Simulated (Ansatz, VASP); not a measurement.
**Two plane-wave programs on Ni**

```
Ni
1.0
     0.00000    1.77666    1.77666
     1.77666    0.00000    1.77666
     1.77666    1.77666    0.00000
Ni
1
Direct
  0.00000 0.00000 0.00000
```

Alike in both runs: functional RPBE; k mesh 15 × 15 × 15; occupations fermi-dirac, width 0.05 eV; collinear spin.

Ansatz relaxed the structure, and its values are those at the end. VASP's run is a single point on that final structure, the one shown.

|  | VASP | Ansatz |
| --- | --- | --- |
| version | VASP 6.6.1 | Ansatz 0.2.0 |
| potentials or method | VASP PAW PBE potentials, release 64 (Ni), cutoff 520 eV | plane waves (420 eV) with PAW, scalar-relativistic |
| valence electrons in the cell | 10 | 18 |

Ansatz gave:

```
pressure (GPa)                                                : 0.0
net moment per atom (μB)                                      : 0.66
size of the moment on the site where the two differ most (μB) : 0.71
```

**Question.** Which values does VASP return?

**Answer.** Pressure (GPa): 0.3; net moment per atom (μB): 0.65; size of the moment on the site where the two differ most (μB): 0.67.

VASP's potentials were made for PBE, not for RPBE. Site moments also hang on the region over which each program counts them. VASP's potentials hold 10 valence electrons a cell and Ansatz's 18, so a difference there can come from the potentials and not from the codes.
